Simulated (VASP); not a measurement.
Here is a VASP 6.6.1 calculation.

Contents of INCAR:

```
SYSTEM = In
  PREC = Accurate
  ENCUT = 600
  EDIFF = 1E-6
  ISMEAR = -1
  SIGMA = 0.08
  LREAL = .FALSE.
  LASPH = .TRUE.
  NELM = 100
  ALGO = Normal
  ISIF = 3
  LWAVE = .FALSE.
  LCHARG = .FALSE.
  IBRION = 2
  NSW = 60
  EDIFFG = -0.005
  PSTRESS = 4100.0
```

The input KPOINTS:

```
regular mesh
0
G
  20 20 20
  0 0 0
```

The input POSCAR:

```
In
1.0
   -1.3681386517      1.3681386517      1.3681386517
    1.3681386517     -1.3681386517      1.3681386517
    1.3681386517      1.3681386517     -1.3681386517
In
1
Direct
    0.0000000000      0.0000000000      0.0000000000
```

Potentials or basis: VASP PAW LDA potentials, release 64 (In_d).

The run is started by

```console
$ cat potpaw_LDA.64/In_d/POTCAR > POTCAR
$ mpirun -np 1 vasp_std > vasp.out
```

Question: What does it give for the relaxed volume?

Answer: 10.30 Å³/atom.

Question: Estimate the relaxed cell.

Answer: a = 2.374 Å, b = 2.374 Å, c = 2.374 Å, α = 109.47°, β = 109.47°, γ = 109.47°.

Question: What does it give for the space group after relaxing (to 0.05 Å)?

Answer: Im-3m (No. 229).

Final structure:
```yaml
crystal:
  lattice:
    - [-1.37070, 1.37070, 1.37070]
    - [1.37070, -1.37070, 1.37070]
    - [1.37070, 1.37070, -1.37070]
  atoms:
    - { symbol: In, position: [0.00000, 0.00000, 0.00000] }
```

Caveat: the cell is relaxed towards a set pressure, so the enthalpy falls and the energy may rise.
